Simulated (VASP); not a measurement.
A run of VASP 6.6.1:

Contents of POSCAR:

```
LiH
1.0
    0.0000000000      2.0933299084      2.0029948411
    2.0933299084      0.0000000000      2.0029948411
    2.0933299084      2.0933299084      0.0000000000
Li H
1 1
Direct
    0.0000000000      0.0000000000      0.0000000000
    0.5000000000      0.5000000000      0.5000000000
```

Contents of INCAR.step1:

```
  PREC = Accurate
  ENCUT = 520
  EDIFF = 1E-5
  ISMEAR = 0
  SIGMA = 0.01
  LREAL = F
  LASPH = T
  NELM = 100
  ALGO = Normal
  ISIF = 2
  LWAVE = T
  NBANDS = 9
  GGA = PE
```

The input INCAR.step2:

```
  PREC = Accurate
  ENCUT = 520
  EDIFF = 1E-6
  ISMEAR = 0
  SIGMA = 0.01
  LREAL = F
  LASPH = T
  NELM = 100
  ALGO = Normal
  ISIF = 2
  LWAVE = F
  LCHARG = T
  GGA = PE
  LHFCALC = T
  HFSCREEN = 0.2079
  PRECFOCK = Normal
  LELF = T
  LVHAR = T
  NBANDS = 9
  ISTART = 1
```

File KPOINTS:

```
regular mesh
0
Gamma
  8 8 8
```

Potentials or basis: VASP PAW PBE potentials, release 64 (Li_sv, H).

Command:

```bash
$ cat potpaw_PBE.64/Li_sv/POTCAR potpaw_PBE.64/H/POTCAR > POTCAR
$ cp INCAR.step1 INCAR
$ mpirun -np 1 vasp_std > vasp.out
$ cp INCAR.step2 INCAR
$ mpirun -np 1 vasp_std > vasp.out
```

Hardware: 1 thread of Intel Xeon 8259CL (shared host).

How long does it take, and how much memory?

It took 20 min on 1 thread of Intel Xeon 8259CL, with other jobs on the host, peak memory 0.25 GiB. Counts: k points 59.
